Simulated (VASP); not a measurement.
A run of VASP 6.6.1:

File INCAR:

```
  PREC = Accurate
  ENCUT = 520
  EDIFF = 1E-7
  ISMEAR = -1
  SIGMA = 0.05
  LREAL = False
  LASPH = True
  NELM = 100
  ALGO = Normal
  ISIF = 2
  LWAVE = False
  LCHARG = False
  GGA = PE
  NBANDS = 53
```

File KPOINTS:

```
Automatic mesh
0
Gamma
  3 3 3
```

The input POSCAR:

```
Hf2Pd2Se2Br2O3
1.0
    5.7607000000      0.0000000000      0.0000000000
   -0.5224700000      5.8472000000      0.0000000000
   -1.4884500000     -0.8866300000      6.6503700000
Hf Pd Se Br O
2 2 2 2 3
Direct
    0.7454000000      0.3960200000      0.3498900000
    0.2876300000      0.4532200000      0.5940100000
    0.9085400000      0.1329400000      0.8484900000
    0.2524900000      0.9032300000      0.3587400000
    0.6346900000      0.4035500000      0.9371600000
    0.6259700000      0.7817400000      0.5302300000
    0.8527300000      0.9908900000      0.1535500000
    0.2252600000      0.8208400000      0.8622300000
    0.9604000000      0.2892500000      0.5902600000
    0.4323300000      0.2452400000      0.4086400000
    0.0745700000      0.5830800000      0.3668200000
```

Potentials or basis: VASP PAW PBE potentials, release 64 (Hf_pv, Pd, Se, Br, O).

Run with:

```bash
$ cat potpaw_PBE.64/Hf_pv/POTCAR potpaw_PBE.64/Pd/POTCAR potpaw_PBE.64/Se/POTCAR potpaw_PBE.64/Br/POTCAR potpaw_PBE.64/O/POTCAR > POTCAR
$ mpirun -np 1 vasp_std > vasp.out
```

Hardware: 1 thread of Intel Xeon 6975P-C, on a shared host.

**Question.** How long does it take, and how much memory?

**Answer.** Run time: 4.2 min on 1 thread of Intel Xeon 6975P-C (shared host), peak memory 0.46 GiB. Counts: scf iterations 18, k points 14.
